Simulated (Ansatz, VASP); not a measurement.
**VH2: VASP beside Ansatz**

POSCAR

```
VH2
1.0
    0.0000000000      2.1348187828      2.1348187828
    2.1348187828      0.0000000000      2.1348187828
    2.1348187828      2.1348187828      0.0000000000
V H
1 2
Direct
    0.0000000000      0.0000000000      0.0000000000
    0.2500000000      0.2500000000      0.2500000000
    0.7500000000      0.7500000000      0.7500000000
```

File INCAR.step1:

```
SYSTEM = VH2
ALGO = Normal ; EDIFF = 1E-4
ENCUT = 520 ; GGA = PE
ISMEAR = 0 ; LASPH = .True.
LCHARG = .False. ; LREAL = .False.
LWAVE = .True. ; NBANDS = 14
NELM = 60 ; PREC = Accurate
SIGMA = 0.1
```

INCAR.step2

```
SYSTEM = VH2
ALGO = Normal ; EDIFF = 1E-6
ENCUT = 520 ; ISIF = 2
ISMEAR = 0 ; ISTART = 1
LASPH = .True. ; LCHARG = .False.
LMIXTAU = .True. ; LREAL = .False.
LWAVE = .False. ; METAGGA = R2SCAN
NBANDS = 14 ; NELM = 60
PREC = Accurate ; SIGMA = 0.1
```

Contents of KPOINTS:

```
k-points
0
Gamma
  16 16 16
  0 0 0
```

Input for Ansatz:

```yaml
crystal:
  lattice:
    - [0.0, 2.1348187828, 2.1348187828]
    - [2.1348187828, 0.0, 2.1348187828]
    - [2.1348187828, 2.1348187828, 0.0]
  atoms:
    - { symbol: V, position: [0.0, 0.0, 0.0] }
    - { symbol: H, position: [0.25, 0.25, 0.25] }
    - { symbol: H, position: [0.75, 0.75, 0.75] }
basis:
  ecutwfc: 500
kpoints:
  mp_grid: { grid: [16, 16, 16] }
hamiltonian:
  xc: r2scan
scf:
  occupations: { method: gaussian, width: 0.1 }
output:
  forces: true
  stress: true
  eigenvalues: true
```

Alike in both runs: task single point; functional r2SCAN; k mesh 16 × 16 × 16; occupations gaussian, width 0.1 eV; no spin polarisation.

```csv
,VASP,Ansatz
version,VASP 6.6.1,Ansatz 0.2.0
potentials or method,"VASP PAW PBE potentials, release 64 (V_sv, H), cutoff 520 eV","scalar-relativistic, plane waves, PAW"
valence electrons in the cell,15,15
```

```tsv
	VASP	Ansatz	Ansatz less VASP
gap on the k mesh at the Fermi level (eV)	none	none	-
pressure (GPa)	-9.3	-9.6	-0.32
```

VASP's potentials were made for PBE, not for r2SCAN. A gap of «none» marks a metal or a gap that the smearing closes.
